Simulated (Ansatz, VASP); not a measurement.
## Two plane-wave programs on TaN

The input INCAR:

```
  ALGO = Normal
  EDIFF = 1E-6
  ENCUT = 520
  GGA = PE
  ISIF = 2
  ISMEAR = 0
  LASPH = T
  LCHARG = T
  LELF = T
  LREAL = F
  LVHAR = T
  LWAVE = F
  NBANDS = 15
  NELM = 80
  PREC = Accurate
  SIGMA = 0.15
```

KPOINTS

```
k-points
0
Gamma
  18 18 18
```

File POSCAR:

```
TaN
1.0
    0.0000000000      2.2081122569      2.2081122569
    2.2081122569      0.0000000000      2.2081122569
    2.2081122569      2.2081122569      0.0000000000
Ta N
1 1
Direct
    0.4984171920      0.5015828080      0.5015828080
    0.0204473300     -0.0204473300     -0.0204473300
```

Input for Ansatz:

```yaml
crystal:
  lattice:
    - [0.0, 2.2081122569, 2.2081122569]
    - [2.2081122569, 0.0, 2.2081122569]
    - [2.2081122569, 2.2081122569, 0.0]
  atoms:
    - { symbol: Ta, position: [0.498417192, 0.501582808, 0.501582808] }
    - { symbol: "N", position: [0.02044733, -0.02044733, -0.02044733] }
basis:
  ecutwfc: 520.0
kpoints:
  mp_grid: { grid: [18, 18, 18] }
hamiltonian:
  xc: pbe
  pseudopotentials: { kind: paw, azcp: { folder: soft_1 } }
scf:
  occupations: { method: gaussian, width: 0.15 }
output:
  forces: true
  stress: true
  eigenvalues: true
```

Change from the starting cell: mode 4 frozen in at -0.090 Å and mode 6 at +0.000 Å (largest displacements).

Alike in both runs: task single point; functional PBE; k mesh 18 × 18 × 18; occupations gaussian, width 0.15 eV; no spin polarisation.

|  | VASP | Ansatz |
| --- | --- | --- |
| version | VASP 6.6.1 | Ansatz 0.2.0 |
| potentials or method | VASP PAW PBE potentials, release 64 (Ta_pv, N), cutoff 520 eV | scalar-relativistic, plane waves, PAW |
| valence electrons in the cell | 16 | 18 |

```csv
,VASP,Ansatz,Ansatz less VASP
gap on the k mesh at the Fermi level (eV),none,none,-
pressure (GPa),2.5,1.5,-1.02
"traceless stress, the component that is largest in VASP (GPa)",2.93,2.88,-0.048
rms of the force components (eV/Å),0.433,0.432,-0.0007
```

Atom by atom the forces differ by 0.001 eV/Å (rms over components). A gap of «none» marks a metal or a gap that the smearing closes. VASP's potentials hold 16 valence electrons a cell and Ansatz's 18, so a difference there can come from the potentials and not from the codes.

Neither program's run includes spin-orbit coupling.
